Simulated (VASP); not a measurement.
# TiO2 (P4_2/mnm) in VASP: further runs

Runs on TiO2. Level: PBE. Tasks: single point.

Program: VASP 6.6.1. These are calculated values, not measurements. Logs are shortened: lines on timing, memory, paths and dates and some standing lists are left out, and cuts for length are marked.

## 1. The cell of the first run

The structure is tetragonal, space group P4_2/mnm (No. 136). Conventional cell: a = 4.902 Å, b = 4.902 Å, c = 2.660 Å, α = 90.00°, β = 90.00°, γ = 90.00°. Ti (site symmetry mmm) has 6 O at 1.90 to 2.11 Å within 2.5 Å. O (site symmetry m2m) has 3 Ti at 1.90 to 2.11 Å within 2.5 Å.

## 2. Single point, PBE

INCAR

```
PREC = Accurate
ENCUT = 520
EDIFF = 1E-7
ISMEAR = 0
SIGMA = 0.05
LREAL = F
LASPH = T
NELM = 60
ALGO = Normal
ISIF = 2
LWAVE = F
LCHARG = F
GGA = PE
NBANDS = 33
```

KPOINTS

```
Automatic mesh
0
Gamma
  8 8 10
```

POSCAR

```
TiO2
1.0
    4.9015308758      0.0000000000      0.0000000000
    0.0000000000      4.9015308758      0.0000000000
    0.0000000000      0.0000000000      2.6596698171
Ti O
2 4
Direct
    0.0000000000      0.0000000000      0.0000000000
    0.5000000000      0.5000000000      0.5000000000
    0.3051105247      0.3051105247      0.0000000000
    0.1948894753      0.8051105247      0.5000000000
    0.6948894753      0.6948894753      0.0000000000
    0.8051105247      0.1948894753      0.5000000000
```

Potentials or basis: VASP PAW PBE potentials, release 64 (Ti_sv, O).

Started as:

```sh
cat potpaw_PBE.64/Ti_sv/POTCAR potpaw_PBE.64/O/POTCAR > POTCAR
mpirun -np 1 vasp_std > vasp.out
```

OUTCAR:

```text
PREC = Accurate
   ENCUT = 520
   EDIFF = 1E-7
   ISMEAR = 0
   LREAL = F
   LASPH = T
   NELM = 60
   ISIF = 2
   GGA = PE

 ion  position               nearest neighbor table
   1  0.000  0.000  0.000-   4 1.90   6 1.90   4 1.90   6 1.90   5 2.11   3 2.11
   2  0.500  0.500  0.500-   3 1.90   5 1.90   3 1.90   5 1.90   4 2.11   6 2.11
   3  0.305  0.305  0.000-   2 1.90   2 1.90   1 2.11
   4  0.195  0.805  0.500-   1 1.90   1 1.90   2 2.11
   5  0.695  0.695  0.000-   2 1.90   2 1.90   1 2.11
   6  0.805  0.195  0.500-   1 1.90   1 1.90   2 2.11

  LATTYP: Found a simple tetragonal cell.
 ALAT       =     4.9015308758
 C/A-ratio  =     0.5426202312

  Lattice vectors:

 A1 = (   4.9015308758,   0.0000000000,   0.0000000000)
 A2 = (   0.0000000000,   4.9015308758,   0.0000000000)
 A3 = (   0.0000000000,   0.0000000000,   2.6596698171)

Analysis of symmetry for initial positions (statically):
=====================================================================
 Subroutine PRICEL returns:
 Original cell was already a primitive cell.

 Routine SETGRP: Setting up the symmetry group for a
 simple tetragonal supercell.

 Subroutine GETGRP returns: Found 16 space group operations
 (whereof  8 operations were pure point group operations)
 out of a pool of 16 trial point group operations.

The static configuration has the point symmetry D_2h.
 The point group associated with its full space group is D_4h.

Analysis of symmetry for dynamics (positions and initial velocities):
=====================================================================
 Subroutine PRICEL returns:
 Original cell was already a primitive cell.

 Routine SETGRP: Setting up the symmetry group for a
 simple tetragonal supercell.

 Subroutine GETGRP returns: Found 16 space group operations
 (whereof  8 operations were pure point group operations)
 out of a pool of 16 trial point group operations.

The dynamic configuration has the point symmetry D_2h.
 The point group associated with its full space group is D_4h.

 Subroutine INISYM returns: Found 16 space group operations
 (whereof  8 operations are pure point group operations),
 and found     1 'primitive' translations

----------------------------------------------------------------------------------------

                                     Primitive cell

  volume of cell :      63.8986

  direct lattice vectors                    reciprocal lattice vectors
     4.901530876  0.000000000  0.000000000     0.204017893  0.000000000  0.000000000
     0.000000000  4.901530876  0.000000000     0.000000000  0.204017893  0.000000000
     0.000000000  0.000000000  2.659669817     0.000000000  0.000000000  0.375986520

  length of vectors
     4.901530876  4.901530876  2.659669817     0.204017893  0.204017893  0.375986520

  position of ions in fractional coordinates (direct lattice)
     0.000000000  0.000000000  0.000000000
     0.500000000  0.500000000  0.500000000
     0.305110525  0.305110525  0.000000000
     0.194889475  0.805110525  0.500000000
     0.694889475  0.694889475  0.000000000
     0.805110525  0.194889475  0.500000000

  ion indices of the primitive-cell ions
   primitive index   ion index
                 1           1
                 2           2
                 3           3
                 4           4
                 5           5
                 6           6

----------------------------------------------------------------------------------------

 KPOINTS: Automatic mesh

Automatic generation of k-mesh.
 Grid dimensions read from file:
 generate k-points for:    8    8   10

 Generating k-lattice:

  Cartesian coordinates                     Fractional coordinates (reciprocal lattice)
     0.025502237  0.000000000  0.000000000     0.125000000  0.000000000  0.000000000
     0.000000000  0.025502237  0.000000000     0.000000000  0.125000000  0.000000000
     0.000000000  0.000000000  0.037598652     0.000000000  0.000000000  0.100000000

  Length of vectors
     0.025502237  0.025502237  0.037598652

  Shift w.r.t. Gamma in fractional coordinates (k-lattice)
     0.000000000  0.000000000  0.000000000

 Subroutine IBZKPT returns following result:
 ===========================================

 Found     90 irreducible k-points:

 Following reciprocal coordinates:
            Coordinates               Weight
  0.000000  0.000000  0.000000      1.000000
  0.125000  0.000000  0.000000      4.000000
  0.250000  0.000000  0.000000      4.000000
  0.375000  0.000000  0.000000      4.000000
  0.500000  0.000000  0.000000      2.000000
  0.125000  0.125000  0.000000      4.000000
[... 16 lines left out ...]
  0.375000  0.125000  0.100000     16.000000
  0.500000  0.125000  0.100000      8.000000
 [... further k-points ...]
   k-points           NKPTS =     90   k-points in BZ     NKDIM =     90   number of bands    NBANDS=     33
   number of dos      NEDOS =    301   number of ions     NIONS =      6
   total plane-waves  NPLWV =  25920
   dimension x,y,z NGX =    36 NGY =   36 NGZ =   20
   dimension x,y,z NGXF=    72 NGYF=   72 NGZF=   40
   ions per type =               2   4
   NGX,Y,Z   is equivalent  to a cutoff of  12.21, 12.21, 12.50 a.u.
   NGXF,Y,Z  is equivalent  to a cutoff of  24.42, 24.42, 25.00 a.u.
 SYSTEM =  unknown system
   PREC   = accura    normal or accurate (medium, high low for compatibility)
   ISTART =      0    job   : 0-new  1-cont  2-samecut
   ICHARG =      2    charge: 1-file 2-atom 10-const
   ISPIN  =      1    spin polarized calculation?
   LNONCOLLINEAR =      F non collinear calculations
   LSORBIT =      F    spin-orbit coupling
   LASPH  =      T    aspherical Exc in radial PAW
   ENCUT  =  520.0 eV  38.22 Ry    6.18 a.u.   9.11  9.11  4.95*2*pi/ulx,y,z
   NELM   =     60;   NELMIN=  2; NELMDL= -5     # of ELM steps
   EDIFF  = 0.1E-06   stopping-criterion for ELM
   LREAL  =      F    real-space projection
   EDIFFG = 0.1E-05   stopping-criterion for IOM
   NSW    =      0    number of steps for IOM
   IBRION =     -1    ionic relax: 0-MD 1-quasi-New 2-CG
   NFREE  =      0    steps in history (QN), initial steepest desc. (CG)
   ISIF   =      2    stress and relaxation
   ISYM   =      2    0-nonsym 1-usesym 2-fastsym
   POTIM  = 0.5000    time-step for ionic-motion
   TEBEG  =    0.0;   TEEND  =   0.0 temperature during run
   PSTRESS=    0.0 pullay stress
   NELECT =      48.0000    total number of electrons
   NUPDOWN=      -1.0000    fix difference up-down
   EMIN   =  10.00;   EMAX   =-10.00  energy-range for DOS
   EFERMI =   0.00;   METHOD = LEGACY
   ISMEAR =     0;   SIGMA  =   0.05  broadening in eV -4-tet -1-fermi 0-gaus
   EFERMI_NEDOS =   21; number of points for ismear=-14 and -15
   IALGO  =     38    algorithm
   IMIX   =      4    mixing-type and parameters
     AMIX     =   0.40;   BMIX     =  1.00
     AMIX_MAG =   1.60;   BMIX_MAG =  1.00
  volume/ion in A,a.u.               =      10.65        71.87
  Fermi-wavevector in a.u.,A,eV,Ry     =   1.488189  2.812270 30.132923  2.214707
  Thomas-Fermi vector in A             =   2.601255
   LORBIT       =      0    0 simple, 1 ext, 2 COOP (PROOUT), +10 PAW based schemes
   GGA     = PE    functional components
   LHFCALC =     F    Hartree Fock is set to
   AEXX    =    0.0000 exact exchange contribution
   IVDW    =     0    specifies the selected vdW correction
   LEPSILON=     F    determine dielectric tensor
   LRPA    =     F    only Hartree local field effects (RPA)
 non-spin polarized calculation
 Gauss-broadening in eV      SIGMA  =   0.05
  energy-cutoff  :      520.00
  volume of cell :       63.90
 maximum number of plane-waves:      1754
   NGX = 19   NGY = 19   NGZ =  9

 number of electron      47.9999983 magnetization

 Free energy of the ion-electron system (eV)
  ---------------------------------------------------
  ext. energy  EPLUGINS =         0.00000000
  ---------------------------------------------------
  free energy    TOTEN  =       -52.59034274 eV

  energy without entropy =      -52.59034274  energy(sigma->0) =      -52.59034274

 E-fermi :   4.4919     XC(G=0): -11.2113

 val. band max:        4.2603512927   @ k =   0.0000   0.0000   0.0000
 cond. band min:       5.8345618810   @ k =   0.5000   0.5000   0.0000
 fundamental gap:      1.5742105883
 Fermi energy:         4.4919223059

 k-point     1 :       0.0000    0.0000    0.0000
  band No.  band energies     occupation
      1     -52.2955      2.00000
      2     -52.2852      2.00000
      3     -28.6048      2.00000
      4     -28.6048      2.00000
      5     -28.4523      2.00000
      6     -28.4523      2.00000
[... 25 lines left out ...]
     32      11.2251      0.00000
     33      11.2915      0.00000

 k-point     2 :       0.1250    0.0000    0.0000
  band No.  band energies     occupation
      1     -52.2951      2.00000
      2     -52.2856      2.00000
      3     -28.6015      2.00000
      4     -28.6014      2.00000
      5     -28.4561      2.00000
      6     -28.4559      2.00000
[... 25 lines left out ...]
     32      11.1369      0.00000
     33      11.2672      0.00000

 k-point     3 :       0.2500    0.0000    0.0000
  band No.  band energies     occupation
      1     -52.2940      2.00000
      2     -52.2867      2.00000
      3     -28.5928      2.00000
      4     -28.5922      2.00000
      5     -28.4659      2.00000
      6     -28.4654      2.00000
[... 25 lines left out ...]
     32      10.8451      0.00000
     33      11.2069      0.00000

 k-point     4 :       0.3750    0.0000    0.0000
  band No.  band energies     occupation
      1     -52.2923      2.00000
      2     -52.2883      2.00000
      3     -28.5822      2.00000
      4     -28.5816      2.00000
      5     -28.4773      2.00000
      6     -28.4767      2.00000
[... 673 lines left out ...]
     32      10.4872      0.00000
     33      11.1264      0.00000

 k-point    23 :       0.3750    0.1250    0.1000
  band No.  band energies     occupation
      1     -52.2803      2.00000
      2     -52.2768      2.00000
      3     -28.5720      2.00000
      4     -28.5538      2.00000
      5     -28.4747      2.00000
      6     -28.4555      2.00000
[... 25 lines left out ...]
     32      10.1409      0.00000
     33      11.0683      0.00000

 k-point    24 :       0.5000    0.1250    0.1000
  band No.  band energies     occupation
      1     -52.2785      2.00000
      2     -52.2785      2.00000
      3     -28.5606      2.00000
      4     -28.5606      2.00000
      5     -28.4678      2.00000
      6     -28.4678      2.00000
[... 25 lines left out ...]
     32       9.7374      0.00000
     33      11.0707      0.00000

 [... further k-points ...]
[... 5 lines left out ...]
  --------------------------------------------------------------------------------------
  -------------------------------------------------------------------------------------
  Total       -2.6080792     -2.6080792     18.5775789     -0.0000000      0.0000000      0.0000000
  in kB      -65.3943391    -65.3943391    465.8096561     -0.0000000      0.0000000      0.0000000
  external PRESSURE =     111.6736593 kB  Pullay stress =       0.0000000 kB

 VOLUME and BASIS-vectors are now :
 -----------------------------------------------------------------------------
  energy-cutoff  :      520.00
  volume of cell :       63.90
      direct lattice vectors                 reciprocal lattice vectors
     4.901530876  0.000000000  0.000000000     0.204017893  0.000000000  0.000000000
     0.000000000  4.901530876  0.000000000     0.000000000  0.204017893  0.000000000
     0.000000000  0.000000000  2.659669817     0.000000000  0.000000000  0.375986520

 POSITION                                       TOTAL-FORCE (eV/Angst)
 -----------------------------------------------------------------------------------
      0.00000      0.00000      0.00000         0.000000      0.000000      0.000000
      2.45077      2.45077      1.32983         0.000000      0.000000      0.000000
      1.49551      1.49551      0.00000        -0.126046     -0.126046      0.000000
      0.95526      3.94627      1.32983         0.126046     -0.126046      0.000000
      3.40602      3.40602      0.00000         0.126046      0.126046      0.000000
      3.94627      0.95526      1.32983        -0.126046      0.126046      0.000000
 -----------------------------------------------------------------------------------
    total drift:                                0.000000      0.000000     -0.000000

  FREE ENERGIE OF THE ION-ELECTRON SYSTEM (eV)
  ---------------------------------------------------
  free  energy   TOTEN  =       -52.5903427408 eV

  energy  without entropy=      -52.5903427408  energy(sigma->0) =      -52.59034274
```

Wall time 2.7 min (1 thread of Intel Xeon 8259CL, shared host); peak memory 0.27 GiB.

Results:

| Property | Result |
| --- | --- |
| Free energy | -52.5903 eV |
| Pressure | 11.2 GPa |
| Largest force | 0.178 eV/Å |
| Band gap on the k mesh | 1.57 eV (least direct gap 1.59 eV) |

Forces on the atoms (eV/Å):
```
Ti   0.000  0.000  0.000
Ti   0.000  0.000  0.000
O   -0.126 -0.126  0.000
O    0.126 -0.126  0.000
O    0.126  0.126  0.000
O   -0.126  0.126  0.000
```

Stress tensor (GPa, compression positive):
```
-6.54  0.00  0.00
 0.00 -6.54  0.00
 0.00  0.00 46.58
```

Levels at points of the mesh, in eV from the valence-band top:
```
           k point  band 22  band 23  band 24  band 25  band 26  band 27
(0.00, 0.00, 0.00)    -0.53    -0.50     0.00     1.59     1.69     3.24
(0.50, 0.00, 0.00)    -0.86    -0.50    -0.50     2.26     2.26     3.51
(0.50, 0.50, 0.00)    -1.12    -0.34    -0.34     1.57     1.57     3.25
(0.00, 0.00, 0.50)    -1.66    -1.54    -1.54     3.00     3.00     3.51
(0.50, 0.00, 0.50)    -2.02    -0.91    -0.91     2.13     2.13     3.81
(0.50, 0.50, 0.50)    -1.00    -0.92    -0.92     2.78     2.78     3.15
```

Caveat: the cell stands under pressure.

## 3. Single point, PBE

This run uses another cell than the first one, of the same volume but with other edges.

INCAR

```
PREC = Accurate ; ENCUT = 520
EDIFF = 1E-7 ; ISMEAR = 0
SIGMA = 0.05 ; LREAL = F
LASPH = T ; NELM = 80
ALGO = Normal ; ISIF = 2
LWAVE = F ; LCHARG = F
GGA = PE ; NBANDS = 33
```

KPOINTS is that of step 2.

POSCAR, as its differences from that of step 2:

```diff
@@ -2,5 +2,5 @@
 1.0
-    4.9015308758      0.0000000000      0.0000000000
-    0.0000000000      4.9015308758      0.0000000000
-    0.0000000000      0.0000000000      2.6596698171
+    4.3692909904      0.0000000000      0.0000000000
+    0.0000000000      4.3692909904      0.0000000000
+    0.0000000000      0.0000000000      3.3471044999
 Ti O
```

Potentials or basis: VASP PAW PBE potentials, release 64 (Ti_sv, O).

Started as:

```sh
cat potpaw_PBE.64/Ti_sv/POTCAR potpaw_PBE.64/O/POTCAR > POTCAR
mpirun -np 1 vasp_std > vasp.out
```

It took 2.8 min on 1 thread of Intel Xeon 8259CL, shared host; peak memory 0.28 GiB.

It converged, with:

```yaml
Free_energy: -52.7357 eV
Pressure: -2.3 GPa
Largest_force: 0.074 eV/Å
Band_gap_on_the_k_mesh: 1.90 eV
```

Forces in eV/Å, atoms in the order of the input:
```
Ti   0.000  0.000  0.000
Ti   0.000  0.000  0.000
O    0.052  0.052  0.000
O   -0.052  0.052  0.000
O   -0.052 -0.052  0.000
O    0.052 -0.052  0.000
```

Stress tensor (GPa, compression positive):
```
  9.73   0.00   0.00
  0.00   9.73   0.00
  0.00   0.00 -26.24
```

Levels at points of the mesh, in eV from the valence-band top:
```
           k point  band 20  band 21  band 22  band 23  band 24  band 25  band 26  band 27  band 28  band 29
(0.00, 0.00, 0.00)    -1.82    -0.80    -0.12     0.00     0.00     1.90     2.24     2.24     2.38     2.48
(0.50, 0.00, 0.00)    -2.64    -2.19    -2.19    -0.56    -0.56     2.56     2.56     3.01     3.01     3.32
(0.50, 0.50, 0.00)    -1.71    -1.57    -1.57    -0.45    -0.45     2.09     2.09     2.30     2.30     3.51
(0.00, 0.00, 0.50)    -2.63    -1.54    -1.54    -0.97    -0.97     2.16     2.16     3.33     3.33     3.74
(0.50, 0.00, 0.50)    -2.23    -1.76    -1.76    -0.74    -0.74     1.97     1.97     2.45     2.45     3.84
(0.50, 0.50, 0.50)    -1.47    -1.13    -1.13    -0.34    -0.34     2.26     2.26     2.82     2.82     3.30
```
